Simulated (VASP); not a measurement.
# PtS2 in VASP: single point with PBE+D3(BJ)

Aim: the single point of PtS2 with PBE+D3(BJ).

All numbers are computed with VASP 6.6.1; they aren't measurements. Logs are shortened: lines on timing, memory, paths and dates and some standing lists are left out, and cuts for length are marked.

## (1) The cell of the first run

The cell holds a slab with vacuum, 6 atoms: a = 3.542 Å, b = 3.542 Å, c = 22.467 Å, α = 90.00°, β = 90.00°, γ = 120.00°.

## (2) Single point, PBE+D3(BJ) (layers slid over each other)

Input file INCAR:

```
SYSTEM = PtS2
ALGO = Normal
DIPOL = 0.5 0.5 0.393
EDIFF = 1E-6
ENCUT = 520
GGA = PE
IDIPOL = 3
ISIF = 2
ISMEAR = 0
IVDW = 12
LASPH = .True.
LCHARG = .False.
LDIPOL = .True.
LREAL = .False.
LWAVE = .False.
NBANDS = 31
NELM = 80
PREC = Accurate
SIGMA = 0.05
```

Input file KPOINTS:

```
k-points
0
Gamma
  9 9 1
  0 0 0
```

Input file POSCAR:

```
PtS2
1.0
    3.5415277692      0.0000000000      0.0000000000
   -1.7707638846      3.0670530163      0.0000000000
    0.0000000000      0.0000000000     22.4670602589
S Pt
4 2
Direct
    0.6666666667      0.3333333333      0.2002932270
    0.3333333333      0.6666666667      0.3108341745
    0.8333333333      1.0000000000      0.4750746206
    0.5000000000      1.3333333333      0.5856155682
    0.0000000000      0.0000000000      0.2555637007
    0.1666666667      0.6666666667      0.5303450944
```

Potentials or basis: VASP PAW PBE potentials, release 64 (S, Pt).

Run with:

```sh
$ cat potpaw_PBE.64/S/POTCAR potpaw_PBE.64/Pt/POTCAR > POTCAR
$ mpirun -np 1 vasp_std > vasp.out
```

OUTCAR:

```text
SYSTEM = PtS2
   EDIFF = 1E-6
   ENCUT = 520
   GGA = PE
   ISIF = 2
   ISMEAR = 0
   IVDW = 12
   LASPH = .True.
   LREAL = .False.
   NELM = 80
   PREC = Accurate
 IVDW          = 12

 ion  position               nearest neighbor table
   1  0.667  0.333  0.200-   5 2.39   5 2.39   5 2.39
   2  0.333  0.667  0.311-   5 2.39   5 2.39   5 2.39
   3  0.833  0.000  0.475-   6 2.39   6 2.39   6 2.39
   4  0.500  0.333  0.586-   6 2.39   6 2.39   6 2.39
   5  0.000  0.000  0.256-   1 2.39   1 2.39   1 2.39   2 2.39   2 2.39   2 2.39
   6  0.167  0.667  0.530-   4 2.39   3 2.39   3 2.39   4 2.39   3 2.39   4 2.39

  LATTYP: Found a hexagonal cell.
 ALAT       =     3.5415277692
 C/A-ratio  =     6.3438893390

  Lattice vectors:

 A1 = (   3.5415277692,   0.0000000000,   0.0000000000)
 A2 = (  -1.7707638846,   3.0670530163,   0.0000000000)
 A3 = (   0.0000000000,   0.0000000000,  22.4670602589)

Analysis of symmetry for initial positions (statically):
=====================================================================
 Subroutine PRICEL returns:
 Original cell was already a primitive cell.

 Routine SETGRP: Setting up the symmetry group for a
 hexagonal supercell.

 Subroutine GETGRP returns: Found  2 space group operations
 (whereof  1 operations were pure point group operations)
 out of a pool of 24 trial point group operations.

The static configuration has the point symmetry C_1 .
 The point group associated with its full space group is S_2 .

Analysis of symmetry for dynamics (positions and initial velocities):
=====================================================================
 Subroutine PRICEL returns:
 Original cell was already a primitive cell.

 Routine SETGRP: Setting up the symmetry group for a
 hexagonal supercell.

 Subroutine GETGRP returns: Found  2 space group operations
 (whereof  1 operations were pure point group operations)
 out of a pool of 24 trial point group operations.

The dynamic configuration has the point symmetry C_1 .
 The point group associated with its full space group is S_2 .

 Subroutine INISYM returns: Found  2 space group operations
 (whereof  1 operations are pure point group operations),
 and found     1 'primitive' translations

----------------------------------------------------------------------------------------

                                     Primitive cell

  volume of cell :     244.0384

  direct lattice vectors                    reciprocal lattice vectors
     3.541527769  0.000000000  0.000000000     0.282364015  0.163022940  0.000000000
    -1.770763885  3.067053016  0.000000000     0.000000000  0.326045880  0.000000000
     0.000000000  0.000000000 22.467060259     0.000000000  0.000000000  0.044509606

  length of vectors
     3.541527769  3.541527769 22.467060259     0.326045880  0.326045880  0.044509606

  position of ions in fractional coordinates (direct lattice)
     0.666666667  0.333333333  0.200293227
     0.333333333  0.666666667  0.310834175
     0.833333333  0.000000000  0.475074621
     0.500000000  0.333333333  0.585615568
     0.000000000  0.000000000  0.255563701
     0.166666667  0.666666667  0.530345094

  ion indices of the primitive-cell ions
   primitive index   ion index
                 1           1
                 2           2
                 3           3
                 4           4
                 5           5
                 6           6

----------------------------------------------------------------------------------------

 KPOINTS: k-points

Automatic generation of k-mesh.
 Grid dimensions read from file:
 generate k-points for:    9    9    1

 Generating k-lattice:

  Cartesian coordinates                     Fractional coordinates (reciprocal lattice)
     0.031373779  0.018113660  0.000000000     0.111111111  0.000000000  0.000000000
     0.000000000  0.036227320  0.000000000     0.000000000  0.111111111  0.000000000
     0.000000000  0.000000000  0.044509606     0.000000000  0.000000000  1.000000000

  Length of vectors
     0.036227320  0.036227320  0.044509606

  Shift w.r.t. Gamma in fractional coordinates (k-lattice)
     0.000000000  0.000000000  0.000000000

 Subroutine IBZKPT returns following result:
 ===========================================

 Found     41 irreducible k-points:

 Following reciprocal coordinates:
            Coordinates               Weight
  0.000000  0.000000  0.000000      1.000000
  0.111111 -0.000000  0.000000      2.000000
  0.000000  0.111111  0.000000      2.000000
 -0.111111  0.111111  0.000000      2.000000
  0.222222 -0.000000  0.000000      2.000000
  0.000000  0.222222  0.000000      2.000000
[... 16 lines left out ...]
  0.333333  0.111111  0.000000      2.000000
 -0.111111  0.444444  0.000000      2.000000
 [... further k-points ...]
   k-points           NKPTS =     41   k-points in BZ     NKDIM =     41   number of bands    NBANDS=     31
   number of dos      NEDOS =    301   number of ions     NIONS =      6
   total plane-waves  NPLWV = 131712
   dimension x,y,z NGX =    28 NGY =   28 NGZ =  168
   dimension x,y,z NGXF=    56 NGYF=   56 NGZF=  336
   ions per type =               4   2
   NGX,Y,Z   is equivalent  to a cutoff of  13.14, 13.14, 12.43 a.u.
   NGXF,Y,Z  is equivalent  to a cutoff of  26.29, 26.29, 24.86 a.u.
 SYSTEM =  PtS2
   PREC   = accura    normal or accurate (medium, high low for compatibility)
   ISTART =      0    job   : 0-new  1-cont  2-samecut
   ICHARG =      2    charge: 1-file 2-atom 10-const
   ISPIN  =      1    spin polarized calculation?
   LNONCOLLINEAR =      F non collinear calculations
   LSORBIT =      F    spin-orbit coupling
   LASPH  =      T    aspherical Exc in radial PAW
   ENCUT  =  520.0 eV  38.22 Ry    6.18 a.u.   6.58  6.58 41.77*2*pi/ulx,y,z
   NELM   =     80;   NELMIN=  2; NELMDL= -5     # of ELM steps
   EDIFF  = 0.1E-05   stopping-criterion for ELM
   LREAL  =      F    real-space projection
[... 7 lines left out ...]
   TEBEG  =    0.0;   TEEND  =   0.0 temperature during run
   PSTRESS=    0.0 pullay stress
   NELECT =      44.0000    total number of electrons
   NUPDOWN=      -1.0000    fix difference up-down
   EMIN   =  10.00;   EMAX   =-10.00  energy-range for DOS
   EFERMI =   0.00;   METHOD = LEGACY
   ISMEAR =     0;   SIGMA  =   0.05  broadening in eV -4-tet -1-fermi 0-gaus
   EFERMI_NEDOS =   21; number of points for ismear=-14 and -15
   IALGO  =     38    algorithm
   IMIX   =      4    mixing-type and parameters
     AMIX     =   0.40;   BMIX     =  1.00
     AMIX_MAG =   1.60;   BMIX_MAG =  1.00
  volume/ion in A,a.u.               =      40.67       274.48
  Fermi-wavevector in a.u.,A,eV,Ry     =   0.924854  1.747720 11.637800  0.855354
  Thomas-Fermi vector in A             =   2.050645
   LORBIT       =      0    0 simple, 1 ext, 2 COOP (PROOUT), +10 PAW based schemes
   GGA     = PE    functional components
   LHFCALC =     F    Hartree Fock is set to
   AEXX    =    0.0000 exact exchange contribution
   IVDW    =    12    specifies the selected vdW correction
   LEPSILON=     F    determine dielectric tensor
   LRPA    =     F    only Hartree local field effects (RPA)
 non-spin polarized calculation
 Gauss-broadening in eV      SIGMA  =   0.05
  energy-cutoff  :      520.00
  volume of cell :      244.04
 maximum number of plane-waves:      6671
   NGX = 13   NGY = 13   NGZ = 83

 dipolmoment           0.000000      0.000000      0.000000 electrons x Angstroem

 number of electron      44.0000000 magnetization

 dipolmoment           0.000000      0.000000     -0.000000 electrons x Angstroem

 Free energy of the ion-electron system (eV)
  ---------------------------------------------------
  ext. energy  EPLUGINS =         0.00000000
  ---------------------------------------------------
  free energy    TOTEN  =       -30.90788011 eV

  energy without entropy =      -30.90788011  energy(sigma->0) =      -30.90788011

 E-fermi :  -0.4792     XC(G=0):  -5.4873

 val. band max:       -0.6951670034   @ k =  -0.2222   0.1111   0.0000
 cond. band min:       0.8655049908   @ k =  -0.2222   0.2222   0.0000
 fundamental gap:      1.5606719942
 Fermi energy:        -0.4791843536

 k-point     1 :       0.0000    0.0000    0.0000
  band No.  band energies     occupation
      1     -14.8989      2.00000
      2     -14.8750      2.00000
      3     -12.7164      2.00000
      4     -12.6574      2.00000
      5      -6.3896      2.00000
      6      -6.3885      2.00000
[... 23 lines left out ...]
     30       5.3377      0.00000
     31       5.5403      0.00000

 k-point     2 :       0.1111   -0.0000    0.0000
  band No.  band energies     occupation
      1     -14.7445      2.00000
      2     -14.7208      2.00000
      3     -12.7455      2.00000
      4     -12.6923      2.00000
      5      -6.3909      2.00000
      6      -6.3701      2.00000
[... 23 lines left out ...]
     30       5.9753      0.00000
     31       5.9846      0.00000

 k-point     3 :       0.0000    0.1111    0.0000
  band No.  band energies     occupation
      1     -14.7446      2.00000
      2     -14.7207      2.00000
      3     -12.7456      2.00000
      4     -12.6921      2.00000
      5      -6.3907      2.00000
      6      -6.3698      2.00000
[... 23 lines left out ...]
     30       5.9788      0.00000
     31       5.9824      0.00000

 k-point     4 :      -0.1111    0.1111    0.0000
  band No.  band energies     occupation
      1     -14.7447      2.00000
      2     -14.7207      2.00000
      3     -12.7459      2.00000
      4     -12.6919      2.00000
      5      -6.3910      2.00000
      6      -6.3695      2.00000
[... 635 lines left out ...]
     30       6.3805      0.00000
     31       7.0855      0.00000

 k-point    23 :       0.3333    0.1111    0.0000
  band No.  band energies     occupation
      1     -13.4166      2.00000
      2     -13.4033      2.00000
      3     -12.9263      2.00000
      4     -12.9125      2.00000
      5      -6.7346      2.00000
      6      -6.6997      2.00000
[... 23 lines left out ...]
     30       6.9627      0.00000
     31       7.3541      0.00000

 k-point    24 :      -0.1111    0.4444    0.0000
  band No.  band energies     occupation
      1     -13.4194      2.00000
      2     -13.4007      2.00000
      3     -12.9289      2.00000
      4     -12.9097      2.00000
      5      -6.7305      2.00000
      6      -6.7036      2.00000
[... 23 lines left out ...]
     30       6.9578      0.00000
     31       7.3306      0.00000

 [... further k-points ...]

------------------------ aborting loop because EDIFF is reached ----------------------------------------

 vacuum level on the upper side and lower side of the slab       (xc-potential included)        -0.199        -0.199

 Edisp (eV)   -1.85288

 E8    (eV) :    -0.7687

  FORCE on cell =-STRESS in cart. coord.  units (eV):
  Direction    XX          YY          ZZ          XY          YZ          ZX
  --------------------------------------------------------------------------------------
  -------------------------------------------------------------------------------------
  Total      -0.49719    -0.48735    -0.84258     0.01056     0.01966     0.03574
  in kB      -3.26421    -3.19956    -5.53176     0.06930     0.12908     0.23463
  external pressure =       -4.00 kB  Pullay stress =        0.00 kB

 VOLUME and BASIS-vectors are now :
 -----------------------------------------------------------------------------
  energy-cutoff  :      520.00
  volume of cell :      244.04
      direct lattice vectors                 reciprocal lattice vectors
     3.541527769  0.000000000  0.000000000     0.282364015  0.163022940  0.000000000
    -1.770763885  3.067053016  0.000000000     0.000000000  0.326045880  0.000000000
     0.000000000  0.000000000 22.467060259     0.000000000  0.000000000  0.044509606

 POSITION                                       TOTAL-FORCE (eV/Angst)
 -----------------------------------------------------------------------------------
      1.77076      1.02235      4.50000        -0.002054     -0.002323      0.042996
     -0.00000      2.04470      6.98353        -0.004253     -0.005094      0.021117
      2.95127      0.00000     10.67353         0.004253      0.005094     -0.021117
      1.18051      1.02235     13.15706         0.002054      0.002323     -0.042996
      0.00000      0.00000      5.74177        -0.000315      0.003056      0.056118
     -0.59025      2.04470     11.91530         0.000315     -0.003056     -0.056118
 -----------------------------------------------------------------------------------
    total drift:                                0.000003      0.000002     -0.000001

  FREE ENERGIE OF THE ION-ELECTRON SYSTEM (eV)
  ---------------------------------------------------
  free  energy   TOTEN  =       -32.7607642303 eV

  energy  without entropy=      -32.7607642303  energy(sigma->0) =      -32.76076423

 vacuum level on the upper side and lower side of the slab         5.295         5.295
```

Run time: 9.8 min. Hardware: 1 thread of Intel Xeon 8259CL, shared host; peak memory 0.52 GiB.

What came out:

```
Free energy                : -32.7608 eV
Largest force              : 0.056 eV/Å
Band gap on the k mesh     : 1.56 eV (least direct gap 1.65 eV)
Dispersion energy per atom : -0.309 eV
```

Forces on the atoms (eV/Å):
```
S   -0.002 -0.002  0.043
S   -0.004 -0.005  0.021
S    0.004  0.005 -0.021
S    0.002  0.002 -0.043
Pt   0.000  0.003  0.056
Pt   0.000 -0.003 -0.056
```

Caveat: the cell differs from its parent crystal (layers slid over each other); spin-orbit coupling is left out, which moves the levels of the heavy elements.
